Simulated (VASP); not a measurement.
# AlCu4 (P2_13) in VASP: single point with PBEsol

Aim: the single point of AlCu4 with PBEsol.

Everything below comes from runs of VASP 6.6.1. Logs are shortened: lines on timing, memory, paths and dates and some standing lists are left out, and cuts for length are marked.

## 1. The cell of the first run

The structure is cubic, space group P2_13 (No. 198). The conventional cell has a = 6.635 Å, b = 6.635 Å, c = 6.635 Å, α = 90.00°, β = 90.00°, γ = 90.00°. Within 3.3 Å of Al (site symmetry 3) lie 12 Cu at 2.50 to 2.80 Å. Cu (site symmetry 3) has 3 Al at 2.50 Å and 9 Cu at 2.67 to 2.81 Å within 3.3 Å. Within 3.5 Å of Cu (site symmetry 1) lie 11 Cu at 2.67 to 3.44 Å and 3 Al at 2.68 to 2.80 Å.

## 2. Single point, PBEsol

Contents of INCAR:

```
SYSTEM = AlCu4
PREC     = Accurate       ! precision mode
ENCUT    = 520            ! plane-wave cutoff, eV
EDIFF    = 1E-6           ! SCF threshold, eV
ISMEAR   = 0              ! smearing method
SIGMA    = 0.05           ! smearing width, eV
LREAL    = Auto         
LASPH    = .True.         ! aspherical terms in the spheres
NELM     = 100            ! most SCF steps
ALGO     = Fast           ! electronic algorithm
ISIF     = 2              ! what is computed and relaxed
LWAVE    = .False.        ! write WAVECAR
LCHARG   = .False.        ! write CHGCAR
GGA      = PS             ! functional
NBANDS   = 110            ! bands
```

Contents of KPOINTS:

```
Automatic mesh
0
Gamma
  6 6 6
  0 0 0
```

Contents of POSCAR:

```
AlCu4
1.0
    6.6347781364      0.0000000000      0.0000000000
    0.0000000000      6.6347781364      0.0000000000
    0.0000000000      0.0000000000      6.6347781364
Al Cu
4 16
Direct
    0.4408904100      0.9408904100      0.5591095900
    0.9408904100      0.5591095900      0.4408904100
    0.5591095900      0.4408904100      0.9408904100
    0.0591095900      0.0591095900      0.0591095900
    0.8090787800      0.3090787800      0.1909212200
    0.3090787800      0.1909212200      0.8090787800
    0.1909212200      0.8090787800      0.3090787800
    0.6909212200      0.6909212200      0.6909212200
    0.0487556600      0.8748909500      0.6999647300
    0.3000352700      0.5487556600      0.6251090500
    0.3748909500      0.8000352700      0.9512443400
    0.5487556600      0.6251090500      0.3000352700
    0.8000352700      0.9512443400      0.3748909500
    0.8748909500      0.6999647300      0.0487556600
    0.9512443400      0.3748909500      0.8000352700
    0.6999647300      0.0487556600      0.8748909500
    0.6251090500      0.3000352700      0.5487556600
    0.4512443400      0.1251090500      0.1999647300
    0.1999647300      0.4512443400      0.1251090500
    0.1251090500      0.1999647300      0.4512443400
```

Potentials or basis: VASP PAW PBE potentials, release 64 (Al, Cu).

The run is started by

```console
> cat potpaw_PBE.64/Al/POTCAR potpaw_PBE.64/Cu/POTCAR > POTCAR
> mpirun -np 1 vasp_std > vasp.out
```

OUTCAR:

```text
SYSTEM = AlCu4
   PREC = Accurate
   ENCUT = 520
   EDIFF = 1E-6
   ISMEAR = 0
   LREAL = Auto
   LASPH = .True.
   NELM = 100
   ISIF = 2
   GGA = PS

 ion  position               nearest neighbor table
   1  0.441  0.941  0.559-   6 2.50   7 2.50   8 2.50  13 2.68  17 2.68  18 2.68   9 2.80  10 2.80
                            11 2.80  12 2.80  16 2.80  20 2.80
   2  0.941  0.559  0.441-   5 2.50   7 2.50   8 2.50  10 2.68  15 2.68  20 2.68  14 2.80  12 2.80
                            13 2.80  17 2.80  19 2.80   9 2.80
   3  0.559  0.441  0.941-   5 2.50   6 2.50   8 2.50  11 2.68  12 2.68  19 2.68  16 2.80  17 2.80
                            15 2.80  10 2.80  18 2.80  14 2.80
   4  0.059  0.059  0.059-   5 2.50   6 2.50   7 2.50   9 2.68  14 2.68  16 2.68  18 2.80  19 2.80
                            20 2.80  11 2.80  15 2.80  13 2.80
   5  0.809  0.309  0.191-   2 2.50   3 2.50   4 2.50  13 2.67  17 2.67  18 2.67
   6  0.309  0.191  0.809-   1 2.50   3 2.50   4 2.50  10 2.67  15 2.67  20 2.67
   7  0.191  0.809  0.309-   1 2.50   2 2.50   4 2.50  11 2.67  12 2.67  19 2.67
   8  0.691  0.691  0.691-   1 2.50   2 2.50   3 2.50   9 2.67  14 2.67  16 2.67
   9  0.049  0.875  0.700-   8 2.67   4 2.68  13 2.76  20 2.76  10 2.78  11 2.78   1 2.80   2 2.80

  10  0.300  0.549  0.625-   6 2.67   2 2.68  12 2.76  17 2.76   9 2.78  11 2.78   1 2.80   3 2.80

  11  0.375  0.800  0.951-   7 2.67   3 2.68  16 2.76  18 2.76   9 2.78  10 2.78   1 2.80   4 2.80

  12  0.549  0.625  0.300-   7 2.67   3 2.68  10 2.76  17 2.76  14 2.78  13 2.78   2 2.80   1 2.80

  13  0.800  0.951  0.375-   5 2.67   1 2.68   9 2.76  20 2.76  14 2.78  12 2.78   2 2.80   4 2.80

  14  0.875  0.700  0.049-   8 2.67   4 2.68  15 2.76  19 2.76  12 2.78  13 2.78   2 2.80   3 2.80
[... 7 lines left out ...]
  18  0.451  0.125  0.200-   5 2.67   1 2.68  11 2.76  16 2.76  19 2.78  20 2.78   4 2.80   3 2.80

  19  0.200  0.451  0.125-   7 2.67   3 2.68  14 2.76  15 2.76  18 2.78  20 2.78   4 2.80   2 2.80

  20  0.125  0.200  0.451-   6 2.67   2 2.68   9 2.76  13 2.76  18 2.78  19 2.78   4 2.80   1 2.80

  LATTYP: Found a simple cubic cell.
 ALAT       =     6.6347781364

  Lattice vectors:

 A1 = (   6.6347781364,   0.0000000000,   0.0000000000)
 A2 = (   0.0000000000,   6.6347781364,   0.0000000000)
 A3 = (   0.0000000000,   0.0000000000,   6.6347781364)

Analysis of symmetry for initial positions (statically):
=====================================================================
 Subroutine PRICEL returns:
 Original cell was already a primitive cell.

 Routine SETGRP: Setting up the symmetry group for a
 simple cubic supercell.

 Subroutine GETGRP returns: Found 12 space group operations
 (whereof  3 operations were pure point group operations)
 out of a pool of 48 trial point group operations.

The static configuration has the point symmetry C_3 .
 The point group associated with its full space group is T   .

Analysis of symmetry for dynamics (positions and initial velocities):
=====================================================================
 Subroutine PRICEL returns:
 Original cell was already a primitive cell.

 Routine SETGRP: Setting up the symmetry group for a
 simple cubic supercell.

 Subroutine GETGRP returns: Found 12 space group operations
 (whereof  3 operations were pure point group operations)
 out of a pool of 48 trial point group operations.

The dynamic configuration has the point symmetry C_3 .
 The point group associated with its full space group is T   .

 Subroutine INISYM returns: Found 12 space group operations
 (whereof  3 operations are pure point group operations),
 and found     1 'primitive' translations

----------------------------------------------------------------------------------------

                                     Primitive cell

  volume of cell :     292.0648

  direct lattice vectors                    reciprocal lattice vectors
     6.634778136  0.000000000  0.000000000     0.150720940  0.000000000  0.000000000
     0.000000000  6.634778136  0.000000000     0.000000000  0.150720940  0.000000000
     0.000000000  0.000000000  6.634778136     0.000000000  0.000000000  0.150720940

  length of vectors
     6.634778136  6.634778136  6.634778136     0.150720940  0.150720940  0.150720940

  position of ions in fractional coordinates (direct lattice)
     0.440890410  0.940890410  0.559109590
     0.940890410  0.559109590  0.440890410
     0.559109590  0.440890410  0.940890410
     0.059109590  0.059109590  0.059109590
     0.809078780  0.309078780  0.190921220
     0.309078780  0.190921220  0.809078780
[... 12 lines left out ...]
     0.199964730  0.451244340  0.125109050
     0.125109050  0.199964730  0.451244340

  ion indices of the primitive-cell ions
   primitive index   ion index
                 1           1
                 2           2
                 3           3
                 4           4
                 5           5
                 6           6
[... 12 lines left out ...]
                19          19
                20          20

----------------------------------------------------------------------------------------

 KPOINTS: Automatic mesh

Automatic generation of k-mesh.
 Grid dimensions read from file:
 generate k-points for:    6    6    6

 Generating k-lattice:

  Cartesian coordinates                     Fractional coordinates (reciprocal lattice)
     0.025120157  0.000000000  0.000000000     0.166666667  0.000000000  0.000000000
     0.000000000  0.025120157  0.000000000     0.000000000  0.166666667  0.000000000
     0.000000000  0.000000000  0.025120157     0.000000000  0.000000000  0.166666667

  Length of vectors
     0.025120157  0.025120157  0.025120157

  Shift w.r.t. Gamma in fractional coordinates (k-lattice)
     0.000000000  0.000000000  0.000000000

 Subroutine IBZKPT returns following result:
 ===========================================

 Found     24 irreducible k-points:

 Following reciprocal coordinates:
            Coordinates               Weight
  0.000000  0.000000  0.000000      1.000000
  0.166667  0.000000  0.000000      6.000000
  0.333333  0.000000  0.000000      6.000000
  0.500000  0.000000  0.000000      3.000000
  0.166667  0.166667  0.000000     12.000000
  0.333333  0.166667  0.000000     12.000000
[... 16 lines left out ...]
  0.500000  0.500000  0.333333      6.000000
  0.500000  0.500000  0.500000      1.000000
   k-points           NKPTS =     24   k-points in BZ     NKDIM =     24   number of bands    NBANDS=    110
   number of dos      NEDOS =    301   number of ions     NIONS =     20
   total plane-waves  NPLWV = 125000
   dimension x,y,z NGX =    50 NGY =   50 NGZ =   50
   dimension x,y,z NGXF=   100 NGYF=  100 NGZF=  100
   ions per type =               4  16
   NGX,Y,Z   is equivalent  to a cutoff of  12.53, 12.53, 12.53 a.u.
   NGXF,Y,Z  is equivalent  to a cutoff of  25.06, 25.06, 25.06 a.u.
 SYSTEM =  AlCu4
   PREC   = accura    normal or accurate (medium, high low for compatibility)
   ISTART =      0    job   : 0-new  1-cont  2-samecut
   ICHARG =      2    charge: 1-file 2-atom 10-const
   ISPIN  =      1    spin polarized calculation?
   LNONCOLLINEAR =      F non collinear calculations
   LSORBIT =      F    spin-orbit coupling
   LASPH  =      T    aspherical Exc in radial PAW
   ENCUT  =  520.0 eV  38.22 Ry    6.18 a.u.  12.34 12.34 12.34*2*pi/ulx,y,z
   NELM   =    100;   NELMIN=  2; NELMDL= -5     # of ELM steps
   EDIFF  = 0.1E-05   stopping-criterion for ELM
   LREAL  =      T    real-space projection
   EDIFFG = 0.1E-04   stopping-criterion for IOM
   NSW    =      0    number of steps for IOM
   IBRION =     -1    ionic relax: 0-MD 1-quasi-New 2-CG
   NFREE  =      0    steps in history (QN), initial steepest desc. (CG)
   ISIF   =      2    stress and relaxation
   ISYM   =      2    0-nonsym 1-usesym 2-fastsym
   POTIM  = 0.5000    time-step for ionic-motion
   TEBEG  =    0.0;   TEEND  =   0.0 temperature during run
   PSTRESS=    0.0 pullay stress
   NELECT =     188.0000    total number of electrons
   NUPDOWN=      -1.0000    fix difference up-down
   EMIN   =  10.00;   EMAX   =-10.00  energy-range for DOS
   EFERMI =   0.00;   METHOD = LEGACY
   ISMEAR =     0;   SIGMA  =   0.05  broadening in eV -4-tet -1-fermi 0-gaus
   EFERMI_NEDOS =   21; number of points for ismear=-14 and -15
   IALGO  =     68    algorithm
   IMIX   =      4    mixing-type and parameters
     AMIX     =   0.40;   BMIX     =  1.00
     AMIX_MAG =   1.60;   BMIX_MAG =  1.00
  volume/ion in A,a.u.               =      14.60        98.55
  Fermi-wavevector in a.u.,A,eV,Ry     =   1.413517  2.671160 27.184854  1.998030
  Thomas-Fermi vector in A             =   2.535154
   LORBIT       =      0    0 simple, 1 ext, 2 COOP (PROOUT), +10 PAW based schemes
   GGA     = PS    functional components
   LHFCALC =     F    Hartree Fock is set to
   AEXX    =    0.0000 exact exchange contribution
   IVDW    =     0    specifies the selected vdW correction
   LEPSILON=     F    determine dielectric tensor
   LRPA    =     F    only Hartree local field effects (RPA)
 non-spin polarized calculation
 RMM-DIIS sequential band-by-band and
 Gauss-broadening in eV      SIGMA  =   0.05
  energy-cutoff  :      520.00
  volume of cell :      292.06
 maximum number of plane-waves:      7907
 NGX is ok and might be reduce to    50
   NGX = 25   NGY = 25   NGZ = 25

 number of electron     188.0000177 magnetization

 Free energy of the ion-electron system (eV)
  ---------------------------------------------------
  ext. energy  EPLUGINS =         0.00000000
  ---------------------------------------------------
  free energy    TOTEN  =       -84.43038292 eV

  energy without entropy =      -84.42161622  energy(sigma->0) =      -84.42599957

 E-fermi :   5.8890     XC(G=0): -11.5051

 val. band max:        5.8694084339   @ k =   0.5000   0.5000   0.0000
 cond. band min:       5.8971612003   @ k =   0.3333   0.1667   0.1667
 fundamental gap:      0.0277527664
 Fermi energy:         5.8890465085

 k-point     1 :       0.0000    0.0000    0.0000
  band No.  band energies     occupation
      1      -3.0653      2.00000
      2      -0.3976      2.00000
      3      -0.3976      2.00000
      4      -0.3976      2.00000
      5       0.5811      2.00000
      6       0.5811      2.00000
[... 2605 lines left out ...]
    105       9.0637      0.00000
    106       9.0637      0.00000
 [bands above 106 left out]

------------------------ aborting loop because EDIFF is reached ----------------------------------------

  FORCE on cell =-STRESS in cart. coord.  units (eV):
  Direction    XX          YY          ZZ          XY          YZ          ZX
  --------------------------------------------------------------------------------------
  -------------------------------------------------------------------------------------
  Total      -31.9854412    -31.9854412    -31.9854412     -0.0000000      0.0000000      0.0000000
  in kB     -175.4622580   -175.4622580   -175.4622580     -0.0000000      0.0000000      0.0000000
  external PRESSURE =    -175.4622580 kB  Pullay stress =       0.0000000 kB

 VOLUME and BASIS-vectors are now :
 -----------------------------------------------------------------------------
  energy-cutoff  :      520.00
  volume of cell :      292.06
      direct lattice vectors                 reciprocal lattice vectors
     6.634778136  0.000000000  0.000000000     0.150720940  0.000000000  0.000000000
     0.000000000  6.634778136  0.000000000     0.000000000  0.150720940  0.000000000
     0.000000000  0.000000000  6.634778136     0.000000000  0.000000000  0.150720940

 POSITION                                       TOTAL-FORCE (eV/Angst)
 -----------------------------------------------------------------------------------
      2.92521      6.24260      3.70957        -0.013521     -0.013521      0.013521
      6.24260      3.70957      2.92521        -0.013521      0.013521     -0.013521
      3.70957      2.92521      6.24260         0.013521     -0.013521     -0.013521
      0.39218      0.39218      0.39218         0.013521      0.013521      0.013521
      5.36806      2.05067      1.26672        -0.020124     -0.020124      0.020124
      2.05067      1.26672      5.36806        -0.020124      0.020124     -0.020124
[... 12 lines left out ...]
      1.32672      2.99391      0.83007        -0.031857     -0.004511     -0.007109
      0.83007      1.32672      2.99391        -0.007109     -0.031857     -0.004511
 -----------------------------------------------------------------------------------
    total drift:                                0.000002      0.000002      0.000000

  FREE ENERGIE OF THE ION-ELECTRON SYSTEM (eV)
  ---------------------------------------------------
  free  energy   TOTEN  =       -84.4303829247 eV

  energy  without entropy=      -84.4216162186  energy(sigma->0) =      -84.42599957
```

Wall time 12 min (1 thread of Intel Xeon 6975P-C (Granite Rapids), shared host); peak memory 0.65 GiB.

What came out:

```
Free energy            : -84.4304 eV
Pressure               : -17.5 GPa
Largest force          : 0.035 eV/Å
Band gap on the k mesh : zero (bands 94 and 95 overlap by 1.07 eV)
```

Forces on the atoms (eV/Å):
```
Al  -0.014 -0.014  0.014
Al  -0.014  0.014 -0.014
Al   0.014 -0.014 -0.014
Al   0.014  0.014  0.014
Cu  -0.020 -0.020  0.020
Cu  -0.020  0.020 -0.020
Cu   0.020 -0.020 -0.020
Cu   0.020  0.020  0.020
Cu   0.005  0.007 -0.032
Cu   0.032  0.005 -0.007
Cu   0.007  0.032 -0.005
Cu   0.005 -0.007  0.032
Cu   0.032 -0.005  0.007
Cu   0.007 -0.032  0.005
Cu  -0.005  0.007  0.032
Cu  -0.032  0.005  0.007
Cu  -0.007  0.032  0.005
Cu  -0.005 -0.007 -0.032
Cu  -0.032 -0.005 -0.007
Cu  -0.007 -0.032 -0.005
```

Levels at points of the mesh, in eV from the Fermi level:
```tsv
k point	band 92	band 93	band 94	band 95	band 96	band 97
(0.00, 0.00, 0.00)	-0.51	-0.51	-0.51	-0.36	-0.36	0.34
(0.50, 0.00, 0.00)	-0.51	-0.34	-0.34	0.46	0.46	0.95
(0.50, 0.50, 0.00)	-1.19	-0.02	-0.02	0.97	0.97	1.43
(0.50, 0.50, 0.50)	0.40	0.72	0.72	0.72	0.72	1.93
```

Caveat: the cell stands under tension; the PAW data sets were made with another functional, which shifts forces and pressure a little.

The gap in the log of VASP goes by the Fermi energy; the results here count the filled bands.